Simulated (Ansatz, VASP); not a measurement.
## NaF in VASP and in Ansatz

```xyz
2
Lattice="1.2293 3.0733 3.0733 3.0733 1.2293 3.0733 3.0733 3.0733 1.2293" Properties=species:S:1:pos:R:3 pbc="T T T"
Na    0.0000    0.0000    0.0000
F     3.6880    3.6880    3.6880
```

Alike in both runs: task single point; functional PBE; k mesh 10 × 10 × 10; occupations gaussian, width 0.05 eV; no spin polarisation.

```csv
,VASP,Ansatz
version,VASP 6.6.1,Ansatz 0.2.0
potentials or method,"VASP PAW PBE potentials, release 64 (Na_pv, F), cutoff 520 eV","scalar-relativistic, plane waves, PAW"
valence electrons in the cell,14,16
```

Ansatz gave:

| Quantity | Value |
| --- | --- |
| pressure (GPa) | 2.9 |
| traceless stress, the component that is largest in VASP (GPa) | -30.23 |

Which values does VASP return?

Pressure (GPa): 2.8; traceless stress, the component that is largest in VASP (GPa): -30.21.

The functional is the same, so the differences come from potentials, cutoffs and numerics. VASP's potentials hold 14 valence electrons a cell and Ansatz's 16, so a difference there can come from the potentials and not from the codes.
